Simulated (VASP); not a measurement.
# Ga5N4 in VASP: further runs

Ga5N4 is run at these levels: PBE; tasks: single point.

All numbers are computed with VASP 6.6.1; they aren't measurements. Logs are shortened: lines on timing, memory, paths and dates and some standing lists are left out, and cuts for length are marked.

### Step 1. The cell of the first run

The cell holds a slab with vacuum, 9 atoms: a = 3.216 Å, b = 3.216 Å, c = 24.097 Å, α = 90.00°, β = 90.00°, γ = 90.00°.

### Step 2. Single point, PBE

INCAR reads:

```
PREC = Accurate
ENCUT = 520
EDIFF = 1E-7
ISMEAR = 0
SIGMA = 0.05
LREAL = F
LASPH = T
NELM = 100
ALGO = Normal
ISIF = 2
LWAVE = F
LCHARG = F
LDIPOL = T
IDIPOL = 3
DIPOL = 0.5 0.5 0.500
GGA = PE
NBANDS = 52
```

KPOINTS reads:

```
regular mesh
0
Gamma
  8 8 1
```

POSCAR reads:

```
Ga5N4
1.0
    3.2162589223      0.0000000000      0.0000000000
    0.0000000000      3.2162589223      0.0000000000
    0.0000000000      0.0000000000     24.0969539760
Ga N
5 4
Direct
    0.5000000000      0.5000000000      0.3112426578
    0.0000000000      0.0000000000      0.4056213289
    0.5000000000      0.5000000000      0.5000000000
    0.0000000000      0.0000000000      0.5943786711
    0.5000000000      0.5000000000      0.6887573422
    0.5000000000      0.0000000000      0.3584319933
    0.0000000000      0.5000000000      0.4528106644
    0.5000000000      0.0000000000      0.5471893356
    0.0000000000      0.5000000000      0.6415680067
```

Potentials or basis: VASP PAW PBE potentials, release 64 (Ga_d, N).

Launch:

```
$ cat potpaw_PBE.64/Ga_d/POTCAR potpaw_PBE.64/N/POTCAR > POTCAR
$ mpirun -np 1 vasp_std > vasp.out
```

OUTCAR:

```text
PREC = Accurate
   ENCUT = 520
   EDIFF = 1E-7
   ISMEAR = 0
   LREAL = F
   LASPH = T
   NELM = 100
   ISIF = 2
   GGA = PE

 ion  position               nearest neighbor table
   1  0.500  0.500  0.311-   6 1.97   6 1.97
   2  0.000  0.000  0.406-   7 1.97   7 1.97   6 1.97   6 1.97
   3  0.500  0.500  0.500-   7 1.97   8 1.97   8 1.97   7 1.97
   4  0.000  0.000  0.594-   8 1.97   8 1.97   9 1.97   9 1.97
   5  0.500  0.500  0.689-   9 1.97   9 1.97
   6  0.500  0.000  0.358-   1 1.97   1 1.97   2 1.97   2 1.97
   7  0.000  0.500  0.453-   2 1.97   2 1.97   3 1.97   3 1.97
   8  0.500  0.000  0.547-   4 1.97   4 1.97   3 1.97   3 1.97
   9  0.000  0.500  0.642-   5 1.97   5 1.97   4 1.97   4 1.97

  LATTYP: Found a simple tetragonal cell.
 ALAT       =     3.2162589223
 C/A-ratio  =     7.4922307433

  Lattice vectors:

 A1 = (   3.2162589223,   0.0000000000,   0.0000000000)
 A2 = (   0.0000000000,   3.2162589223,   0.0000000000)
 A3 = (   0.0000000000,   0.0000000000,  24.0969539760)

Analysis of symmetry for initial positions (statically):
=====================================================================
 Subroutine PRICEL returns:
 Original cell was already a primitive cell.

 Routine SETGRP: Setting up the symmetry group for a
 simple tetragonal supercell.

 Subroutine GETGRP returns: Found  8 space group operations
 (whereof  8 operations were pure point group operations)
 out of a pool of 16 trial point group operations.

The static configuration has the point symmetry D_2d.

Analysis of symmetry for dynamics (positions and initial velocities):
=====================================================================
 Subroutine PRICEL returns:
 Original cell was already a primitive cell.

 Routine SETGRP: Setting up the symmetry group for a
 simple tetragonal supercell.

 Subroutine GETGRP returns: Found  8 space group operations
 (whereof  8 operations were pure point group operations)
 out of a pool of 16 trial point group operations.

The dynamic configuration has the point symmetry D_2d.

 Subroutine INISYM returns: Found  8 space group operations
 (whereof  8 operations are pure point group operations),
 and found     1 'primitive' translations

----------------------------------------------------------------------------------------

                                     Primitive cell

  volume of cell :     249.2666

  direct lattice vectors                    reciprocal lattice vectors
     3.216258922  0.000000000  0.000000000     0.310920241  0.000000000  0.000000000
     0.000000000  3.216258922  0.000000000     0.000000000  0.310920241  0.000000000
     0.000000000  0.000000000 24.096953976     0.000000000  0.000000000  0.041499021

  length of vectors
     3.216258922  3.216258922 24.096953976     0.310920241  0.310920241  0.041499021

  position of ions in fractional coordinates (direct lattice)
     0.500000000  0.500000000  0.311242658
     0.000000000  0.000000000  0.405621329
     0.500000000  0.500000000  0.500000000
     0.000000000  0.000000000  0.594378671
     0.500000000  0.500000000  0.688757342
     0.500000000  0.000000000  0.358431993
     0.000000000  0.500000000  0.452810664
     0.500000000  0.000000000  0.547189336
     0.000000000  0.500000000  0.641568007

  ion indices of the primitive-cell ions
   primitive index   ion index
                 1           1
                 2           2
                 3           3
                 4           4
                 5           5
                 6           6
                 7           7
                 8           8
                 9           9

----------------------------------------------------------------------------------------

 KPOINTS: regular mesh

Automatic generation of k-mesh.
 Grid dimensions read from file:
 generate k-points for:    8    8    1

 Generating k-lattice:

  Cartesian coordinates                     Fractional coordinates (reciprocal lattice)
     0.038865030  0.000000000  0.000000000     0.125000000  0.000000000  0.000000000
     0.000000000  0.038865030  0.000000000     0.000000000  0.125000000  0.000000000
     0.000000000  0.000000000  0.041499021     0.000000000  0.000000000  1.000000000

  Length of vectors
     0.038865030  0.038865030  0.041499021

  Shift w.r.t. Gamma in fractional coordinates (k-lattice)
     0.000000000  0.000000000  0.000000000

 Subroutine IBZKPT returns following result:
 ===========================================

 Found     15 irreducible k-points:

 Following reciprocal coordinates:
            Coordinates               Weight
  0.000000  0.000000  0.000000      1.000000
  0.125000  0.000000  0.000000      4.000000
  0.250000  0.000000  0.000000      4.000000
  0.375000  0.000000  0.000000      4.000000
  0.500000  0.000000  0.000000      2.000000
  0.125000  0.125000  0.000000      4.000000
  0.250000  0.125000  0.000000      8.000000
  0.375000  0.125000  0.000000      8.000000
  0.500000  0.125000  0.000000      4.000000
  0.250000  0.250000  0.000000      4.000000
  0.375000  0.250000  0.000000      8.000000
  0.500000  0.250000  0.000000      4.000000
  0.375000  0.375000  0.000000      4.000000
  0.500000  0.375000  0.000000      4.000000
  0.500000  0.500000  0.000000      1.000000
   k-points           NKPTS =     15   k-points in BZ     NKDIM =     15   number of bands    NBANDS=     52
   number of dos      NEDOS =    301   number of ions     NIONS =      9
   total plane-waves  NPLWV = 103680
   dimension x,y,z NGX =    24 NGY =   24 NGZ =  180
   dimension x,y,z NGXF=    48 NGYF=   48 NGZF=  360
   ions per type =               5   4
   NGX,Y,Z   is equivalent  to a cutoff of  12.41, 12.41, 12.42 a.u.
   NGXF,Y,Z  is equivalent  to a cutoff of  24.81, 24.81, 24.84 a.u.
 SYSTEM =  unknown system
   PREC   = accura    normal or accurate (medium, high low for compatibility)
   ISTART =      0    job   : 0-new  1-cont  2-samecut
   ICHARG =      2    charge: 1-file 2-atom 10-const
   ISPIN  =      1    spin polarized calculation?
   LNONCOLLINEAR =      F non collinear calculations
   LSORBIT =      F    spin-orbit coupling
   LASPH  =      T    aspherical Exc in radial PAW
   ENCUT  =  520.0 eV  38.22 Ry    6.18 a.u.   5.98  5.98 44.80*2*pi/ulx,y,z
   NELM   =    100;   NELMIN=  2; NELMDL= -5     # of ELM steps
   EDIFF  = 0.1E-06   stopping-criterion for ELM
   LREAL  =      F    real-space projection
   EDIFFG = 0.1E-05   stopping-criterion for IOM
   NSW    =      0    number of steps for IOM
   IBRION =     -1    ionic relax: 0-MD 1-quasi-New 2-CG
   NFREE  =      0    steps in history (QN), initial steepest desc. (CG)
   ISIF   =      2    stress and relaxation
   ISYM   =      2    0-nonsym 1-usesym 2-fastsym
   POTIM  = 0.5000    time-step for ionic-motion
   TEBEG  =    0.0;   TEEND  =   0.0 temperature during run
   PSTRESS=    0.0 pullay stress
   NELECT =      85.0000    total number of electrons
   NUPDOWN=      -1.0000    fix difference up-down
   EMIN   =  10.00;   EMAX   =-10.00  energy-range for DOS
   EFERMI =   0.00;   METHOD = LEGACY
   ISMEAR =     0;   SIGMA  =   0.05  broadening in eV -4-tet -1-fermi 0-gaus
   EFERMI_NEDOS =   21; number of points for ismear=-14 and -15
   IALGO  =     38    algorithm
   IMIX   =      4    mixing-type and parameters
     AMIX     =   0.40;   BMIX     =  1.00
     AMIX_MAG =   1.60;   BMIX_MAG =  1.00
  volume/ion in A,a.u.               =      27.70       186.90
  Fermi-wavevector in a.u.,A,eV,Ry     =   1.143738  2.161351 17.798269  1.308136
  Thomas-Fermi vector in A             =   2.280432
   LORBIT       =      0    0 simple, 1 ext, 2 COOP (PROOUT), +10 PAW based schemes
   GGA     = PE    functional components
   LHFCALC =     F    Hartree Fock is set to
   AEXX    =    0.0000 exact exchange contribution
   IVDW    =     0    specifies the selected vdW correction
   LEPSILON=     F    determine dielectric tensor
   LRPA    =     F    only Hartree local field effects (RPA)
 non-spin polarized calculation
 Gauss-broadening in eV      SIGMA  =   0.05
  energy-cutoff  :      520.00
  volume of cell :      249.27
 maximum number of plane-waves:      6784
 NGX is ok and might be reduce to    24
   NGX = 11   NGY = 11   NGZ = 89

 dipolmoment           0.000000      0.000000     -0.000000 electrons x Angstroem

 number of electron      85.0000011 magnetization

 dipolmoment           0.000000      0.000000      0.000000 electrons x Angstroem

 Free energy of the ion-electron system (eV)
  ---------------------------------------------------
  ext. energy  EPLUGINS =         0.00000000
  ---------------------------------------------------
  free energy    TOTEN  =       -48.88491632 eV

  energy without entropy =      -48.87985541  energy(sigma->0) =      -48.88238586

 E-fermi :  -0.0681     XC(G=0):  -5.9657

 val. band max:       -0.1823966641   @ k =   0.3750   0.1250   0.0000
 cond. band min:      -0.0589625029   @ k =   0.3750   0.2500   0.0000
 fundamental gap:      0.1234341612
 Fermi energy:        -0.0681137392

 k-point     1 :       0.0000    0.0000    0.0000
  band No.  band energies     occupation
      1     -16.8046      2.00000
      2     -16.4923      2.00000
      3     -16.1857      2.00000
      4     -16.0187      2.00000
      5     -14.6769      2.00000
      6     -14.6659      2.00000
[... 44 lines left out ...]
     51       5.7015      0.00000
     52       5.8577      0.00000

 k-point     2 :       0.1250    0.0000    0.0000
  band No.  band energies     occupation
      1     -16.7101      2.00000
      2     -16.4347      2.00000
      3     -16.1676      2.00000
      4     -16.0162      2.00000
      5     -14.6634      2.00000
      6     -14.6582      2.00000
[... 707 lines left out ...]
 k-point    15 :       0.5000    0.5000    0.0000
  band No.  band energies     occupation
      1     -15.9965      2.00000
      2     -15.9965      2.00000
      3     -15.9741      2.00000
      4     -15.9741      2.00000
      5     -14.6165      2.00000
      6     -14.5982      2.00000
[... 44 lines left out ...]
     51       5.9068      0.00000
     52       6.0189      0.00000

------------------------ aborting loop because EDIFF is reached ----------------------------------------

 vacuum level on the upper side and lower side of the slab       (xc-potential included)        -0.115        -0.115

  FORCE on cell =-STRESS in cart. coord.  units (eV):
  Direction    XX          YY          ZZ          XY          YZ          ZX
  --------------------------------------------------------------------------------------
  -------------------------------------------------------------------------------------
  Total       -0.2204595     -0.2204595      2.4754185      0.0000000      0.0000000      0.0000000
  in kB       -1.4170175     -1.4170175     15.9109112      0.0000000      0.0000000      0.0000000
  external PRESSURE =       4.3589587 kB  Pullay stress =       0.0000000 kB

 VOLUME and BASIS-vectors are now :
 -----------------------------------------------------------------------------
  energy-cutoff  :      520.00
  volume of cell :      249.27
      direct lattice vectors                 reciprocal lattice vectors
     3.216258922  0.000000000  0.000000000     0.310920241  0.000000000  0.000000000
     0.000000000  3.216258922  0.000000000     0.000000000  0.310920241  0.000000000
     0.000000000  0.000000000 24.096953976     0.000000000  0.000000000  0.041499021

 POSITION                                       TOTAL-FORCE (eV/Angst)
 -----------------------------------------------------------------------------------
      1.60813      1.60813      7.50000         0.000000      0.000000     -0.888979
      0.00000      0.00000      9.77424         0.000000      0.000000      0.185419
      1.60813      1.60813     12.04848        -0.000000      0.000000      0.000000
      0.00000      0.00000     14.32272         0.000000      0.000000     -0.185419
      1.60813      1.60813     16.59695         0.000000     -0.000000      0.888979
      1.60813      0.00000      8.63712         0.000000      0.000000      0.688315
      0.00000      1.60813     10.91136         0.000000      0.000000      0.006868
      1.60813      0.00000     13.18560         0.000000      0.000000     -0.006868
      0.00000      1.60813     15.45983         0.000000      0.000000     -0.688315
 -----------------------------------------------------------------------------------
    total drift:                                0.000000      0.000000     -0.000000

  FREE ENERGIE OF THE ION-ELECTRON SYSTEM (eV)
  ---------------------------------------------------
  free  energy   TOTEN  =       -48.8849163201 eV

  energy  without entropy=      -48.8798554062  energy(sigma->0) =      -48.88238586

 vacuum level on the upper side and lower side of the slab         5.061         5.061
```

Wall time 3.2 min (1 thread of Intel Xeon Platinum 8488C (Sapphire Rapids), shared host); peak memory 0.38 GiB.

What came out:

```
Free energy            : -48.8849 eV
Largest force          : 0.889 eV/Å
Band gap on the k mesh : zero (an odd number of electrons rules out a gap without spin polarisation)
```

Forces in eV/Å, atoms in the order of the input:
```
Ga   0.000  0.000 -0.889
Ga   0.000  0.000  0.185
Ga   0.000  0.000  0.000
Ga   0.000  0.000 -0.185
Ga   0.000  0.000  0.889
N    0.000  0.000  0.688
N    0.000  0.000  0.007
N    0.000  0.000 -0.007
N    0.000  0.000 -0.688
```

### Step 3. Single point, PBE

INCAR reads:

```
ALGO = Normal
DIPOL = 0.5 0.5 0.500
EDIFF = 1E-6
ENCUT = 520
GGA = PE
IDIPOL = 3
ISIF = 2
ISMEAR = 0
LASPH = T
LCHARG = T
LDIPOL = T
LELF = T
LREAL = F
LVACPOTAV = T
LVHAR = T
LWAVE = F
NBANDS = 52
NELM = 80
PREC = Accurate
SIGMA = 0.05
```

KPOINTS reads:

```
k-points
0
Gamma
  8 8 1
```

POSCAR reads:

```
Ga5N4
1.0
    3.2162589223      0.0000000000      0.0000000000
    0.0000000000      3.2162589223      0.0000000000
    0.0000000000      0.0000000000     24.0969539760
Ga N
5 4
Direct
    0.5000000000      0.5000000000      0.3077934575
    0.0000000000      0.0000000000      0.4056278331
    0.5000000000      0.5000000000      0.4999995325
    0.0000000000      0.0000000000      0.5943723767
    0.5000000000      0.5000000000      0.6922069028
    0.5000000000      0.0000000000      0.3582273452
    0.0000000000      0.5000000000      0.4528316594
    0.5000000000      0.0000000000      0.5471672971
    0.0000000000      0.5000000000      0.6417735958
```

Potentials or basis: VASP PAW PBE potentials, release 64 (Ga_d, N).

Launch:

```
$ cat potpaw_PBE.64/Ga_d/POTCAR potpaw_PBE.64/N/POTCAR > POTCAR
$ mpirun -np 1 vasp_std > vasp.out
```

OUTCAR:

```text
EDIFF = 1E-6
   ENCUT = 520
   GGA = PE
   ISIF = 2
   ISMEAR = 0
   LASPH = T
   LREAL = F
   NELM = 80
   PREC = Accurate

 ion  position               nearest neighbor table
   1  0.500  0.500  0.308-   6 2.02   6 2.02
   2  0.000  0.000  0.406-   7 1.97   7 1.97   6 1.97   6 1.97
   3  0.500  0.500  0.500-   8 1.97   8 1.97   7 1.97   7 1.97
   4  0.000  0.000  0.594-   8 1.97   8 1.97   9 1.97   9 1.97
   5  0.500  0.500  0.692-   9 2.02   9 2.02
   6  0.500  0.000  0.358-   2 1.97   2 1.97   1 2.02   1 2.02
   7  0.000  0.500  0.453-   3 1.97   3 1.97   2 1.97   2 1.97
[... 1035 lines left out ...]
  in kB       -9.4791277     -9.4791277      0.3007954      0.0000000      0.0000000      0.0000000
  external PRESSURE =      -6.2191534 kB  Pullay stress =       0.0000000 kB

 VOLUME and BASIS-vectors are now :
 -----------------------------------------------------------------------------
  energy-cutoff  :      520.00
  volume of cell :      249.27
      direct lattice vectors                 reciprocal lattice vectors
     3.216258922  0.000000000  0.000000000     0.310920241  0.000000000  0.000000000
     0.000000000  3.216258922  0.000000000     0.000000000  0.310920241  0.000000000
     0.000000000  0.000000000 24.096953976     0.000000000  0.000000000  0.041499021

 POSITION                                       TOTAL-FORCE (eV/Angst)
 -----------------------------------------------------------------------------------
      1.60813      1.60813      7.41688         0.000000      0.000000     -0.021713
      0.00000      0.00000      9.77440        -0.000000     -0.000000     -0.014243
      1.60813      1.60813     12.04847        -0.000000      0.000000      0.000000
      0.00000      0.00000     14.32256        -0.000000      0.000000      0.014243
      1.60813      1.60813     16.68008        -0.000000      0.000000      0.021713
      1.60813      0.00000      8.63219        -0.000000      0.000000      0.022658
      0.00000      1.60813     10.91186         0.000000      0.000000      0.000444
      1.60813      0.00000     13.18507        -0.000000      0.000000     -0.000444
      0.00000      1.60813     15.46479        -0.000000      0.000000     -0.022658
 -----------------------------------------------------------------------------------
    total drift:                                0.000000     -0.000000      0.002718

  FREE ENERGIE OF THE ION-ELECTRON SYSTEM (eV)
  ---------------------------------------------------
  free  energy   TOTEN  =       -48.9564878343 eV

  energy  without entropy=      -48.9529083524  energy(sigma->0) =      -48.95469809

 vacuum level on the upper side and lower side of the slab         5.055         5.055
```

OSZICAR:

```text
N       E                     dE             d eps       ncg     rms          rms(c)
DAV:   1     0.953365777338E+03    0.95337E+03   -0.40097E+04  1712   0.230E+03
DAV:   2     0.143933108860E+03   -0.80943E+03   -0.77157E+03  1728   0.645E+02
DAV:   3    -0.365964992034E+02   -0.18053E+03   -0.17477E+03  1888   0.213E+02
[... 17 lines left out ...]
DAV:  21    -0.489564750212E+02   -0.19766E-04   -0.28477E-06  1408   0.178E-02    0.274E-03
DAV:  22    -0.489564829177E+02   -0.78965E-05   -0.81719E-07  1152   0.749E-03    0.116E-03
DAV:  23    -0.489564857368E+02   -0.28191E-05   -0.29261E-07  1140   0.560E-03    0.102E-03
DAV:  24    -0.489564871364E+02   -0.13995E-05   -0.14083E-07  1096   0.330E-03    0.290E-04
DAV:  25    -0.489564878343E+02   -0.69795E-06   -0.64622E-08  1108   0.247E-03
   1 F= -.48956488E+02 E0= -.48954698E+02  d E =-.357948E-02
```

It took 3.1 min on 1 thread of Intel Xeon Platinum 8488C (Sapphire Rapids), shared host; peak memory 0.38 GiB.

What came out:

| Quantity | Value |
| --- | --- |
| Free energy | -48.9565 eV |
| Largest force | 0.023 eV/Å |
| Band gap on the k mesh | zero (an odd number of electrons rules out a gap without spin polarisation) |

Forces on the atoms (eV/Å):
```
Ga   0.000  0.000 -0.022
Ga   0.000  0.000 -0.014
Ga   0.000  0.000  0.000
Ga   0.000  0.000  0.014
Ga   0.000  0.000  0.022
N    0.000  0.000  0.023
N    0.000  0.000  0.000
N    0.000  0.000  0.000
N    0.000  0.000 -0.023
```

The gap in the log of VASP goes by the Fermi energy; the results here count the filled bands.